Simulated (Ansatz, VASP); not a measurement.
# One calculation of TaRu, two programs

INCAR

```
PREC = Accurate
ENCUT = 500
EDIFF = 1E-6
ISMEAR = -1
SIGMA = 0.03
LREAL = False
LASPH = True
NELM = 120
ALGO = Normal
ISIF = 2
LWAVE = False
LCHARG = True
GGA = CA
LELF = True
LVHAR = True
NBANDS = 20
GGA_COMPAT = False
```

Contents of KPOINTS:

```
Automatic mesh
0
Gamma
  13 13 13
```

Contents of POSCAR:

```
TaRu
1.0
    3.1232600000      0.0000000000      0.0000000000
    0.0000000000      3.1232600000      0.0000000000
    0.0000000000      0.0000000000      3.1870000000
Ta Ru
1 1
Direct
    0.5000000000      0.5000000000      0.5000000000
    0.0000000000      0.0000000000      0.0000000000
```

Input for Ansatz:

```yaml
crystal:
  lattice:
    - [3.12326, 0.0, 0.0]
    - [0.0, 3.12326, 0.0]
    - [0.0, 0.0, 3.187]
  atoms:
    - { symbol: Ta, position: [0.5, 0.5, 0.5] }
    - { symbol: Ru, position: [0.0, 0.0, 0.0] }
kpoints:
  mp_grid: { grid: [13, 13, 13] }
  band_path:
    path:
      - [0.0, 0.0, 0.0]
      - [0.0, 0.5, 0.0]
      - [0.5, 0.5, 0.0]
      - [0.0, 0.0, 0.0]
      - [0.0, 0.0, 0.5]
      - [0.0, 0.5, 0.5]
      - [0.5, 0.5, 0.5]
      - [0.0, 0.0, 0.5]
      - [0.0, 0.5, 0.0]
    npoints: 5
scf:
  occupations: { method: fermi_dirac, width: 0.03 }
hamiltonian:
  xc: lda
  pseudopotentials: { kind: all_electron, lapw: { basis_error: 0.00025 } }
output:
  forces: true
  stress: true
  eigenvalues: true
```

Change from the starting cell: equal xx and yy strain of -2 %.

Alike in both runs: task single point; functional LDA; k mesh 13 × 13 × 13; occupations fermi-dirac, width 0.03 eV; no spin polarisation.

```csv
,VASP,Ansatz
version,VASP 6.6.1,Ansatz 0.2.0
potentials or method,"VASP PAW LDA potentials, release 64 (Ta_pv, Ru_pv), cutoff 500 eV","all-electron LAPW, scalar-relativistic"
```

```csv
,VASP,Ansatz,Ansatz less VASP
pressure (GPa),-5.8,-6.7,-0.85
"traceless stress, the component that is largest in VASP (GPa)",3.39,3.48,+0.091
```

LDA's correlation is that of Perdew and Zunger in VASP and of Perdew and Wang (1992) in Ansatz. Ansatz ran all-electron here, and VASP with PAW potentials.

Spin-orbit coupling is off throughout.
